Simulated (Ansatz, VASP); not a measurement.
## B in VASP and in Ansatz

```xyz
6
Lattice="4.0334 0.0000 0.0000 0.0000 4.0334 0.0000 0.0000 0.0000 27.0163" Properties=species:S:1:pos:R:3 pbc="T T T"
B     2.8256    0.0000    8.0000
B     1.2079    0.0000    8.0000
B     0.0000    2.8256    8.0000
B     0.0000    1.2079    8.0000
B     2.0167    2.0167    7.2165
B     2.0167    2.0167    8.7835
```

Alike in both runs: functional PBE; k mesh 10 × 10 × 1; occupations gaussian, width 0.1 eV; no spin polarisation.

Ansatz relaxed the structure, and its values are those at the end. VASP's run is a single point on that final structure, the one shown.

|  | VASP | Ansatz |
| --- | --- | --- |
| version | VASP 6.6.1 | Ansatz 0.2.0 |
| potentials or method | VASP PAW PBE potentials, release 64 (B), cutoff 420 eV | scalar-relativistic, plane waves, PAW |
| valence electrons in the cell | 18 | 18 |

|  | VASP | Ansatz | Ansatz less VASP |
| --- | --- | --- | --- |
| gap on the k mesh at the Fermi level (eV) | none | none | - |
| rms of the force components (eV/Å) | 0.004 | 0.000 | -0.0039 |

A gap of «none» marks a metal or a gap that the smearing closes.
